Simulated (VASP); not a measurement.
# Al (P6_3/mmc) in VASP: notebook

Runs on Al. Level: PBEsol. Tasks: single point.

All numbers are computed with VASP 6.6.1; they aren't measurements. Logs are shortened: lines on timing, memory, paths and dates and some standing lists are left out, and cuts for length are marked.

## (1) The cell of the first run

The structure is hexagonal, space group P6_3/mmc (No. 194). Conventional cell: a = 2.650 Å, b = 2.650 Å, c = 4.416 Å, α = 90.00°, β = 90.00°, γ = 120.00°. Al (site symmetry -6m2) has 12 Al at 2.65 to 2.69 Å within 3.5 Å.

## (2) Single point, PBEsol

Contents of INCAR:

```
SYSTEM = Al
PREC = Accurate ; ENCUT = 520
EDIFF = 1E-6 ; ISMEAR = 0
SIGMA = 0.15 ; LREAL = .False.
LASPH = .True. ; NELM = 60
ALGO = Normal ; ISIF = 2
LWAVE = .False. ; LCHARG = .True.
GGA = PS ; LELF = .True.
LVHAR = .True. ; NBANDS = 10
```

Contents of KPOINTS:

```
Automatic mesh
0
Gamma
  18 18 10
  0 0 0
```

Contents of POSCAR:

```
Al
1.0
    2.6502000000      0.0000000000      0.0000000000
   -1.3251000000      2.2951405251      0.0000000000
    0.0000000000      0.0000000000      4.4157000000
Al
2
Direct
    0.6666666667      0.3333333333      0.7500000000
    0.3333333333      0.6666666667      0.2500000000
```

Potentials or basis: VASP PAW PBE potentials, release 64 (Al).

Started as:

```
$ cat potpaw_PBE.64/Al/POTCAR > POTCAR
$ mpirun -np 1 vasp_std > vasp.out
```

OUTCAR:

```text
SYSTEM = Al
   PREC = Accurate
   ENCUT = 520
   EDIFF = 1E-6
   ISMEAR = 0
   LREAL = .False.
   LASPH = .True.
   NELM = 60
   ISIF = 2
   GGA = PS

 ion  position               nearest neighbor table
   1  0.667  0.333  0.750-   2 2.69   2 2.69   2 2.69   2 2.69   2 2.69   2 2.69
   2  0.333  0.667  0.250-   1 2.69   1 2.69   1 2.69   1 2.69   1 2.69   1 2.69

  LATTYP: Found a hexagonal cell.
 ALAT       =     2.6502000000
 C/A-ratio  =     1.6661761376

  Lattice vectors:

 A1 = (   2.6502000000,   0.0000000000,   0.0000000000)
 A2 = (  -1.3251000000,   2.2951405251,   0.0000000000)
 A3 = (   0.0000000000,   0.0000000000,   4.4157000000)

Analysis of symmetry for initial positions (statically):
=====================================================================
 Subroutine PRICEL returns:
 Original cell was already a primitive cell.

 Routine SETGRP: Setting up the symmetry group for a
 hexagonal supercell.

 Subroutine GETGRP returns: Found 24 space group operations
 (whereof 12 operations were pure point group operations)
 out of a pool of 24 trial point group operations.

The static configuration has the point symmetry D_3d.
 The point group associated with its full space group is D_6h.

Analysis of symmetry for dynamics (positions and initial velocities):
=====================================================================
 Subroutine PRICEL returns:
 Original cell was already a primitive cell.

 Routine SETGRP: Setting up the symmetry group for a
 hexagonal supercell.

 Subroutine GETGRP returns: Found 24 space group operations
 (whereof 12 operations were pure point group operations)
 out of a pool of 24 trial point group operations.

The dynamic configuration has the point symmetry D_3d.
 The point group associated with its full space group is D_6h.

 Subroutine INISYM returns: Found 24 space group operations
 (whereof 12 operations are pure point group operations),
 and found     1 'primitive' translations

----------------------------------------------------------------------------------------

                                     Primitive cell

  volume of cell :      26.8589

  direct lattice vectors                    reciprocal lattice vectors
     2.650200000  0.000000000  0.000000000     0.377330013  0.217851584  0.000000000
    -1.325100000  2.295140525  0.000000000     0.000000000  0.435703169  0.000000000
     0.000000000  0.000000000  4.415700000     0.000000000  0.000000000  0.226464660

  length of vectors
     2.650200000  2.650200000  4.415700000     0.435703169  0.435703169  0.226464660

  position of ions in fractional coordinates (direct lattice)
     0.666666667  0.333333333  0.750000000
     0.333333333  0.666666667  0.250000000

  ion indices of the primitive-cell ions
   primitive index   ion index
                 1           1
                 2           2

----------------------------------------------------------------------------------------

 KPOINTS: Automatic mesh

Automatic generation of k-mesh.
 Grid dimensions read from file:
 generate k-points for:   18   18   10

 Generating k-lattice:

  Cartesian coordinates                     Fractional coordinates (reciprocal lattice)
     0.020962778  0.012102866  0.000000000     0.055555556 -0.000000000  0.000000000
     0.000000000  0.024205732  0.000000000     0.000000000  0.055555556  0.000000000
     0.000000000  0.000000000  0.022646466     0.000000000  0.000000000  0.100000000

  Length of vectors
     0.024205732  0.024205732  0.022646466

  Shift w.r.t. Gamma in fractional coordinates (k-lattice)
     0.000000000  0.000000000  0.000000000

 Subroutine IBZKPT returns following result:
 ===========================================

 Found    222 irreducible k-points:

 Following reciprocal coordinates:
            Coordinates               Weight
  0.000000  0.000000  0.000000      1.000000
  0.055556  0.000000  0.000000      6.000000
  0.111111  0.000000  0.000000      6.000000
  0.166667  0.000000  0.000000      6.000000
  0.222222  0.000000  0.000000      6.000000
  0.277778  0.000000  0.000000      6.000000
[... 16 lines left out ...]
  0.333333  0.111111  0.000000     12.000000
  0.388889  0.111111  0.000000     12.000000
 [... further k-points ...]
   k-points           NKPTS =    222   k-points in BZ     NKDIM =    222   number of bands    NBANDS=     10
   number of dos      NEDOS =    301   number of ions     NIONS =      2
   total plane-waves  NPLWV =  14400
   dimension x,y,z NGX =    20 NGY =   20 NGZ =   36
   dimension x,y,z NGXF=    40 NGYF=   40 NGZF=   72
   ions per type =               2
   NGX,Y,Z   is equivalent  to a cutoff of  12.55, 12.55, 13.55 a.u.
   NGXF,Y,Z  is equivalent  to a cutoff of  25.09, 25.09, 27.11 a.u.
 SYSTEM =  Al
   PREC   = accura    normal or accurate (medium, high low for compatibility)
   ISTART =      0    job   : 0-new  1-cont  2-samecut
   ICHARG =      2    charge: 1-file 2-atom 10-const
   ISPIN  =      1    spin polarized calculation?
   LNONCOLLINEAR =      F non collinear calculations
   LSORBIT =      F    spin-orbit coupling
   LASPH  =      T    aspherical Exc in radial PAW
   ENCUT  =  520.0 eV  38.22 Ry    6.18 a.u.   4.93  4.93  8.21*2*pi/ulx,y,z
   NELM   =     60;   NELMIN=  2; NELMDL= -5     # of ELM steps
   EDIFF  = 0.1E-05   stopping-criterion for ELM
   LREAL  =      F    real-space projection
   EDIFFG = 0.1E-04   stopping-criterion for IOM
   NSW    =      0    number of steps for IOM
   IBRION =     -1    ionic relax: 0-MD 1-quasi-New 2-CG
   NFREE  =      0    steps in history (QN), initial steepest desc. (CG)
   ISIF   =      2    stress and relaxation
   ISYM   =      2    0-nonsym 1-usesym 2-fastsym
   POTIM  = 0.5000    time-step for ionic-motion
   TEBEG  =    0.0;   TEEND  =   0.0 temperature during run
   PSTRESS=    0.0 pullay stress
   NELECT =       6.0000    total number of electrons
   NUPDOWN=      -1.0000    fix difference up-down
   EMIN   =  10.00;   EMAX   =-10.00  energy-range for DOS
   EFERMI =   0.00;   METHOD = LEGACY
   ISMEAR =     0;   SIGMA  =   0.15  broadening in eV -4-tet -1-fermi 0-gaus
   EFERMI_NEDOS =   21; number of points for ismear=-14 and -15
   IALGO  =     38    algorithm
   IMIX   =      4    mixing-type and parameters
     AMIX     =   0.40;   BMIX     =  1.00
     AMIX_MAG =   1.60;   BMIX_MAG =  1.00
  volume/ion in A,a.u.               =      13.43        90.63
  Fermi-wavevector in a.u.,A,eV,Ry     =   0.993336  1.877132 13.425086  0.986716
  Thomas-Fermi vector in A             =   2.125210
   LORBIT       =      0    0 simple, 1 ext, 2 COOP (PROOUT), +10 PAW based schemes
   GGA     = PS    functional components
   LHFCALC =     F    Hartree Fock is set to
   AEXX    =    0.0000 exact exchange contribution
   IVDW    =     0    specifies the selected vdW correction
   LEPSILON=     F    determine dielectric tensor
   LRPA    =     F    only Hartree local field effects (RPA)
 non-spin polarized calculation
 Gauss-broadening in eV      SIGMA  =   0.15
  energy-cutoff  :      520.00
  volume of cell :       26.86
 maximum number of plane-waves:       756
 NGX is ok and might be reduce to    20
   NGX =  9   NGY =  9   NGZ = 17

 number of electron       6.0000000 magnetization

 Free energy of the ion-electron system (eV)
  ---------------------------------------------------
  ext. energy  EPLUGINS =         0.00000000
  ---------------------------------------------------
  free energy    TOTEN  =        -7.75987408 eV

  energy without entropy =       -7.75085469  energy(sigma->0) =       -7.75536439

 E-fermi :  10.2816     XC(G=0): -11.0341

 val. band max:       10.2812590745   @ k =   0.3889   0.0000   0.4000
 cond. band min:      10.2871800220   @ k =   0.3333   0.2778   0.4000
 fundamental gap:      0.0059209476
 Fermi energy:        10.2815771167

 k-point     1 :       0.0000    0.0000    0.0000
  band No.  band energies     occupation
      1      -2.3615      2.00000
      2       4.6987      2.00000
      3       5.3206      2.00000
      4      22.6843      0.00000
      5      22.6843      0.00000
      6      22.9777      0.00000
      7      22.9777      0.00000
      8      23.1437      0.00000
      9      26.6075      0.00000
     10      26.7656      0.00000

 k-point     2 :       0.0556    0.0000    0.0000
  band No.  band energies     occupation
      1      -2.2750      2.00000
      2       4.7776      2.00000
      3       5.4034      2.00000
      4      20.7858      0.00000
      5      21.6494      0.00000
      6      22.6299      0.00000
      7      24.0011      0.00000
      8      24.1088      0.00000
      9      26.6559      0.00000
     10      27.0254      0.00000

 k-point     3 :       0.1111    0.0000    0.0000
  band No.  band energies     occupation
      1      -2.0158      2.00000
      2       5.0143      2.00000
      3       5.6503      2.00000
      4      18.4470      0.00000
      5      20.6093      0.00000
      6      21.6629      0.00000
      7      24.1216      0.00000
      8      24.8177      0.00000
      9      25.3050      0.00000
     10      26.3767      0.00000

 k-point     4 :       0.1667    0.0000    0.0000
  band No.  band energies     occupation
      1      -1.5851      2.00000
      2       5.4091      2.00000
      3       6.0560      2.00000
      4      16.1280      0.00000
      5      19.7034      0.00000
      6      20.4729      0.00000
      7      22.5172      0.00000
      8      23.4167      0.00000
      9      25.7107      0.00000
     10      25.7854      0.00000
[... 222 lines left out ...]
 k-point    22 :       0.2778    0.1111    0.0000
  band No.  band energies     occupation
      1       0.9636      2.00000
      2       7.7830      2.00000
      3       8.0851      2.00000
      4      10.3618      0.44919
      5      14.1187      0.00000
      6      16.3929      0.00000
      7      17.7631      0.00000
      8      20.7826      0.00000
      9      21.7924      0.00000
     10      23.1850      0.00000

 k-point    23 :       0.3333    0.1111    0.0000
  band No.  band energies     occupation
      1       2.0489      2.00000
      2       7.6065      2.00000
      3       8.8119      2.00000
      4       9.9838      1.99501
      5      13.4946      0.00000
      6      14.5761      0.00000
      7      16.4160      0.00000
      8      20.3628      0.00000
      9      21.4761      0.00000
     10      22.8452      0.00000

 k-point    24 :       0.3889    0.1111    0.0000
  band No.  band energies     occupation
      1       3.2851      2.00000
      2       6.1521      2.00000
      3       9.9919      1.99369
      4      10.8077      0.00000
      5      12.7621      0.00000
      6      12.9195      0.00000
      7      15.4930      0.00000
      8      20.1126      0.00000
      9      21.2823      0.00000
     10      22.6338      0.00000

 [... further k-points ...]

------------------------ aborting loop because EDIFF is reached ----------------------------------------

  FORCE on cell =-STRESS in cart. coord.  units (eV):
  Direction    XX          YY          ZZ          XY          YZ          ZX
  --------------------------------------------------------------------------------------
  -------------------------------------------------------------------------------------
  Total        4.0430045      4.0430045      3.7614548      0.0000000     -0.0000000     -0.0000000
  in kB      241.1722370    241.1722370    224.3773093      0.0000000     -0.0000000     -0.0000000
  external PRESSURE =     235.5739278 kB  Pullay stress =       0.0000000 kB

 VOLUME and BASIS-vectors are now :
 -----------------------------------------------------------------------------
  energy-cutoff  :      520.00
  volume of cell :       26.86
      direct lattice vectors                 reciprocal lattice vectors
     2.650200000  0.000000000  0.000000000     0.377330013  0.217851584  0.000000000
    -1.325100000  2.295140525  0.000000000     0.000000000  0.435703169  0.000000000
     0.000000000  0.000000000  4.415700000     0.000000000  0.000000000  0.226464660

 POSITION                                       TOTAL-FORCE (eV/Angst)
 -----------------------------------------------------------------------------------
      1.32510      0.76505      3.31177         0.000000     -0.000000      0.000000
     -0.00000      1.53009      1.10393        -0.000000      0.000000      0.000000
 -----------------------------------------------------------------------------------
    total drift:                                0.000000     -0.000000     -0.000000

  FREE ENERGIE OF THE ION-ELECTRON SYSTEM (eV)
  ---------------------------------------------------
  free  energy   TOTEN  =        -7.7598740819 eV

  energy  without entropy=       -7.7508546941  energy(sigma->0) =       -7.75536439
```

Wall time 21 s (1 thread of Intel Xeon 6975P-C, shared host); peak memory 0.17 GiB.

What came out:

```yaml
Free_energy: -7.7599 eV
Pressure: 23.6 GPa
Band_gap_on_the_k_mesh: zero (band 3 reaches 14.62 eV, above the bottom of band 4 at 6.85 eV)
```

Caveat: the PAW data sets were made with another functional, which shifts forces and pressure a little.

## (3) Single point, PBEsol

This run uses another cell than the first one, of 13.77 Å³/atom, 1.025 times its volume.

Contents of INCAR:

```
PREC = Accurate
ENCUT = 520
EDIFF = 1E-7
ISMEAR = 0
SIGMA = 0.15
LREAL = False
LASPH = True
NELM = 60
ALGO = Normal
ISIF = 2
LWAVE = False
LCHARG = True
GGA = PS
LELF = True
LVHAR = True
NBANDS = 10
```

Contents of KPOINTS:

```
regular mesh
0
Gamma
  18 18 10
```

Contents of POSCAR:

```
Al
1.0
    2.7300000000      0.0000000000      0.0000000000
   -1.3650000000      2.3642493523      0.0000000000
    0.0000000000      0.0000000000      4.2672000000
Al
2
Direct
    0.6666666667      0.3333333333      0.7500000000
    0.3333333333      0.6666666667      0.2500000000
```

Potentials or basis: VASP PAW PBE potentials, release 64 (Al).

Started as:

```
$ cat potpaw_PBE.64/Al/POTCAR > POTCAR
$ mpirun -np 1 vasp_std > vasp.out
```

Wall time 21 s (1 thread of Intel Xeon 6975P-C, shared host); peak memory 0.17 GiB.

Results (log left out):

```yaml
Free_energy: -7.8350 eV
Pressure: 19.7 GPa
Band_gap_on_the_k_mesh: zero (band 3 reaches 15.19 eV, above the bottom of band 4 at 6.43 eV)
```

Stress tensor (GPa, compression positive):
```
17.33  0.00  0.00
 0.00 17.33  0.00
 0.00  0.00 24.55
```

Levels at points of the mesh, in eV from the Fermi level:
```csv
k point,band 1,band 2,band 3,band 4,band 5,band 6,band 7,band 8
"(0.00, 0.00, 0.00)",-12.44,-5.02,-4.06,11.34,11.34,11.38,11.38,13.43
"(0.50, 0.00, 0.00)",-6.04,-6.00,0.67,1.36,1.95,2.40,5.91,8.39
"(0.00, 0.00, 0.50)",-10.43,-10.43,4.74,4.74,12.33,12.33,12.33,12.33
"(0.50, 0.00, 0.50)",-4.57,-4.57,-3.53,-3.53,7.57,7.57,8.02,8.02
```

Caveat: the PAW data sets were made with another functional, which shifts forces and pressure a little.

(Continued in part 2 of 2.)
